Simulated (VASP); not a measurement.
## SbTeS: single point with PBE

Crystal: SbTeS.

```
CELL_PARAMETERS angstrom
3.81164 0.00000 0.00000
0.00000 3.81164 0.00000
0.00000 0.00000 6.18413
ATOMIC_POSITIONS crystal
Sb 0.50000 0.50000 0.50000
Te 0.50000 0.50000 0.00000
S 0.00000 0.00000 0.00000
```

The cell was built from a structure type or drawn by symmetry, and may not be a known phase.

```
Program             : VASP 6.6.1
Task                : single point
Functional          : PBE
Potentials or basis : VASP PAW PBE potentials, release 64 (Sb, Te, S)
Cutoff              : 520 eV
k mesh              : 4 × 4 × 4
Occupations         : gaussian, width 0.1 eV
Spin                : no spin polarisation
```

```yaml
Pressure: -0.2 GPa
Band_gap_on_the_k_mesh: zero (an odd number of electrons rules out a gap without spin polarisation)
```

Stress tensor (GPa, compression positive):
```
-0.19  0.00  0.00
 0.00 -0.19  0.00
 0.00  0.00 -0.09
```

Levels at points of the mesh, in eV from the Fermi level:
| k point | band 5 | band 6 | band 7 | band 8 | band 9 | band 10 | band 11 | band 12 |
| --- | --- | --- | --- | --- | --- | --- | --- | --- |
| (0.00, 0.00, 0.00) | -4.59 | -4.59 | -0.59 | 1.82 | 1.82 | 3.09 | 3.78 | 3.78 |
| (0.50, 0.00, 0.00) | -2.60 | -2.48 | -2.41 | -1.33 | -1.11 | -0.72 | 2.74 | 4.34 |
| (0.50, 0.50, 0.00) | -6.94 | -3.62 | -1.90 | -1.16 | -1.16 | 3.53 | 3.53 | 4.28 |
| (0.00, 0.00, 0.50) | -4.56 | -3.45 | -0.71 | 0.50 | 1.68 | 1.68 | 3.19 | 3.52 |
| (0.50, 0.00, 0.50) | -2.60 | -1.49 | -1.30 | -1.23 | -1.16 | -0.79 | 0.46 | 2.37 |
| (0.50, 0.50, 0.50) | -6.90 | -1.99 | -1.54 | -1.54 | -0.58 | 0.73 | 4.82 | 4.82 |

It took 10 s on 1 thread of Intel(R) Xeon(R) 6975P-C (Granite Rapids), with other jobs on the host, peak memory 0.19 GiB.

Caveat: the k points lie up to 0.41 Å⁻¹ apart, too coarse for converged energies and pressures of a metal; spin-orbit coupling is left out, which moves the levels of the heavy elements.
